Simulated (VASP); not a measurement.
# Sc (I4/mmm) in VASP: single point with r2SCAN

Aim: the single point of Sc with r2SCAN.

Program: VASP 6.6.1. These are calculated values, not measurements. Logs are shortened: lines on timing, memory, paths and dates and some standing lists are left out, and cuts for length are marked.

## 1. The cell of the first run

Symmetry: I4/mmm, No. 139, tetragonal system. The conventional cell has a = 3.159 Å, b = 3.159 Å, c = 4.691 Å, α = 90.00°, β = 90.00°, γ = 90.00°. Within 4.2 Å of Sc (site symmetry 4/mmm) lie 12 Sc at 3.16 to 3.24 Å.

## 2. Single point, r2SCAN

POSCAR

```
Sc
1.0
    0.0000000000      2.2338726273      2.3455662587
    2.2338726273      0.0000000000      2.3455662587
    2.2338726273      2.2338726273      0.0000000000
Sc
1
Direct
    0.0000000000      0.0000000000      0.0000000000
```

INCAR.step1

```
SYSTEM = Sc
  ALGO = Normal
  EDIFF = 1E-4
  ENCUT = 520
  GGA = PE
  ISMEAR = 0
  LASPH = .TRUE.
  LCHARG = .FALSE.
  LREAL = .FALSE.
  LWAVE = .TRUE.
  NBANDS = 12
  NELM = 80
  PREC = Accurate
  SIGMA = 0.15
```

INCAR.step2

```
SYSTEM = Sc
  ALGO = Normal
  EDIFF = 1E-6
  ENCUT = 520
  ISIF = 2
  ISMEAR = 0
  ISTART = 1
  LASPH = .TRUE.
  LCHARG = .FALSE.
  LMIXTAU = .TRUE.
  LREAL = .FALSE.
  LWAVE = .FALSE.
  METAGGA = R2SCAN
  NBANDS = 12
  NELM = 80
  PREC = Accurate
  SIGMA = 0.15
```

KPOINTS

```
k-points
0
G
  20 20 20
  0 0 0
```

Potentials or basis: VASP PAW PBE potentials, release 64 (Sc_sv).

Command:

```bash
> cat potpaw_PBE.64/Sc_sv/POTCAR > POTCAR
> cp INCAR.step1 INCAR
> mpirun -np 1 vasp_std > vasp.out
> cp INCAR.step2 INCAR
> mpirun -np 1 vasp_std > vasp.out
```

OUTCAR:

```text
SYSTEM = Sc
   EDIFF = 1E-6
   ENCUT = 520
   ISIF = 2
   ISMEAR = 0
   ISTART = 1
   LASPH = .TRUE.
   LREAL = .FALSE.
   METAGGA = R2SCAN
   NELM = 80
   PREC = Accurate

 ion  position               nearest neighbor table
   1  0.000  0.000  0.000-

  LATTYP: Found a body centered tetragonal cell.
 ALAT       =     3.1591729661
 C/A-ratio  =     1.4849242405

  Lattice vectors:

 A1 = (  -2.2338726273,   0.0000000000,   2.3455662587)
 A2 = (   2.2338726273,   0.0000000000,   2.3455662587)
 A3 = (   0.0000000000,   2.2338726273,  -2.3455662587)

Analysis of symmetry for initial positions (statically):
=====================================================================
 Subroutine PRICEL returns:
 Original cell was already a primitive cell.

 Routine SETGRP: Setting up the symmetry group for a
 body centered tetragonal supercell.

 Subroutine GETGRP returns: Found 16 space group operations
 (whereof 16 operations were pure point group operations)
 out of a pool of 16 trial point group operations.

The static configuration has the point symmetry D_4h.

Analysis of symmetry for dynamics (positions and initial velocities):
=====================================================================
 Subroutine PRICEL returns:
 Original cell was already a primitive cell.

 Routine SETGRP: Setting up the symmetry group for a
 body centered tetragonal supercell.

 Subroutine GETGRP returns: Found 16 space group operations
 (whereof 16 operations were pure point group operations)
 out of a pool of 16 trial point group operations.

The dynamic configuration has the point symmetry D_4h.

 Subroutine INISYM returns: Found 16 space group operations
 (whereof 16 operations are pure point group operations),
 and found     1 'primitive' translations

----------------------------------------------------------------------------------------

                                     Primitive cell

  volume of cell :      23.4096

  direct lattice vectors                    reciprocal lattice vectors
     0.000000000  2.233872627  2.345566259    -0.223826549  0.223826549  0.213168141
     2.233872627  0.000000000  2.345566259     0.223826549 -0.223826549  0.213168141
     2.233872627  2.233872627  0.000000000     0.223826549  0.223826549 -0.213168141

  length of vectors
     3.239115310  3.239115310  3.159172966     0.381624559  0.381624559  0.381624559

  position of ions in fractional coordinates (direct lattice)
     0.000000000  0.000000000  0.000000000

  ion indices of the primitive-cell ions
   primitive index   ion index
[... 81 lines left out ...]
   POTIM  = 0.5000    time-step for ionic-motion
   TEBEG  =    0.0;   TEEND  =   0.0 temperature during run
   PSTRESS=    0.0 pullay stress
   NELECT =      11.0000    total number of electrons
   NUPDOWN=      -1.0000    fix difference up-down
   EMIN   =  10.00;   EMAX   =-10.00  energy-range for DOS
   EFERMI =   0.00;   METHOD = LEGACY
   ISMEAR =     0;   SIGMA  =   0.15  broadening in eV -4-tet -1-fermi 0-gaus
   EFERMI_NEDOS =   21; number of points for ismear=-14 and -15
   IALGO  =     38    algorithm
   IMIX   =      4    mixing-type and parameters
     AMIX     =   0.40;   BMIX     =  1.00
     AMIX_MAG =   1.60;   BMIX_MAG =  1.00
  volume/ion in A,a.u.               =      23.41       157.98
  Fermi-wavevector in a.u.,A,eV,Ry     =   1.272744  2.405136 22.039751  1.619876
  Thomas-Fermi vector in A             =   2.405605
   LORBIT       =      0    0 simple, 1 ext, 2 COOP (PROOUT), +10 PAW based schemes
   METAGGA = R2SCAN    functional components
   LHFCALC =     F    Hartree Fock is set to
   AEXX    =    0.0000 exact exchange contribution
   IVDW    =     0    specifies the selected vdW correction
   LEPSILON=     F    determine dielectric tensor
   LRPA    =     F    only Hartree local field effects (RPA)
 non-spin polarized calculation
 Gauss-broadening in eV      SIGMA  =   0.15
  energy-cutoff  :      520.00
  volume of cell :       23.41
 maximum number of plane-waves:       652
   NGX = 13   NGY = 13   NGZ = 11

 number of electron      10.9999999 magnetization

 Free energy of the ion-electron system (eV)
  ---------------------------------------------------
  ext. energy  EPLUGINS =         0.00000000
  ---------------------------------------------------
  free energy    TOTEN  =       -11.28346528 eV

  energy without entropy =      -11.26281533  energy(sigma->0) =      -11.27314030

 E-fermi :   4.0991     XC(G=0): -10.8345

 val. band max:        4.0974172596   @ k =  -0.3000   0.4500   0.1500
 cond. band min:       4.0993728873   @ k =   0.5000   0.1500   0.3500
 fundamental gap:      0.0019556277
 Fermi energy:         4.0991442316

 k-point     1 :       0.0000    0.0000    0.0000
  band No.  band energies     occupation
      1     -47.3102      2.00000
      2     -24.7172      2.00000
      3     -24.7171      2.00000
      4     -24.7025      2.00000
      5      -1.5704      2.00000
      6       5.7657      0.00000
      7       6.0867      0.00000
      8       6.0867      0.00000
      9       7.3270      0.00000
     10       7.7099      0.00000
     11      17.3844      0.00000
     12      20.6638      0.00000
[... 331 lines left out ...]
 k-point    24 :      -0.3500    0.0500    0.0000
  band No.  band energies     occupation
      1     -47.2439      2.00000
      2     -25.1296      2.00000
      3     -24.7816      2.00000
      4     -24.7532      2.00000
      5       1.4584      2.00000
      6       4.4057      0.00385
      7       5.7655      0.00000
      8       6.1870      0.00000
      9       7.9472      0.00000
     10       8.3500      0.00000
     11      13.0286      0.00000
     12      17.0865      0.00000

 [... further k-points ...]

------------------------ aborting loop because EDIFF is reached ----------------------------------------

  FORCE on cell =-STRESS in cart. coord.  units (eV):
  Direction    XX          YY          ZZ          XY          YZ          ZX
  --------------------------------------------------------------------------------------
  -------------------------------------------------------------------------------------
  Total        0.6532426      0.6532426      0.5470401      0.0000000      0.0000000      0.0000000
  in kB       44.7085496     44.7085496     37.4399476      0.0000000      0.0000000      0.0000000
  external PRESSURE =      42.2856823 kB  Pullay stress =       0.0000000 kB

 VOLUME and BASIS-vectors are now :
 -----------------------------------------------------------------------------
  energy-cutoff  :      520.00
  volume of cell :       23.41
      direct lattice vectors                 reciprocal lattice vectors
     0.000000000  2.233872627  2.345566259    -0.223826549  0.223826549  0.213168141
     2.233872627  0.000000000  2.345566259     0.223826549 -0.223826549  0.213168141
     2.233872627  2.233872627  0.000000000     0.223826549  0.223826549 -0.213168141

 POSITION                                       TOTAL-FORCE (eV/Angst)
 -----------------------------------------------------------------------------------
      0.00000      0.00000      0.00000         0.000000      0.000000      0.000000
 -----------------------------------------------------------------------------------
    total drift:                                0.000000      0.000000      0.000000

  FREE ENERGIE OF THE ION-ELECTRON SYSTEM (eV)
  ---------------------------------------------------
  free  energy   TOTEN  =       -11.2834652791 eV

  energy  without entropy=      -11.2628153308  energy(sigma->0) =      -11.27314030
```

It took 2.2 min on 1 thread of Intel Xeon 6975P-C (Granite Rapids), shared host; peak memory 0.28 GiB.

What came out:

```
Free energy            : -11.2835 eV
Pressure               : 4.2 GPa
Band gap on the k mesh : zero (an odd number of electrons rules out a gap without spin polarisation)
```

Levels at points of the mesh, in eV from the Fermi level:
```
           k point  band 2  band 3  band 4  band 5  band 6  band 7  band 8  band 9
(0.00, 0.00, 0.00)  -28.82  -28.82  -28.80   -5.67    1.67    1.99    1.99    3.23
(0.50, 0.00, 0.00)  -29.30  -28.88  -28.86   -1.89    0.16    1.56    1.92    4.31
(0.50, 0.50, 0.00)  -29.25  -28.96  -28.96   -1.73   -0.56    1.54    4.41    4.63
(0.50, 0.00, 0.50)  -29.28  -29.03  -28.96   -1.69   -0.71    2.35    4.39    4.50
```

Caveat: the cell stands under pressure; the PAW data sets were made with another functional, which shifts forces and pressure a little.
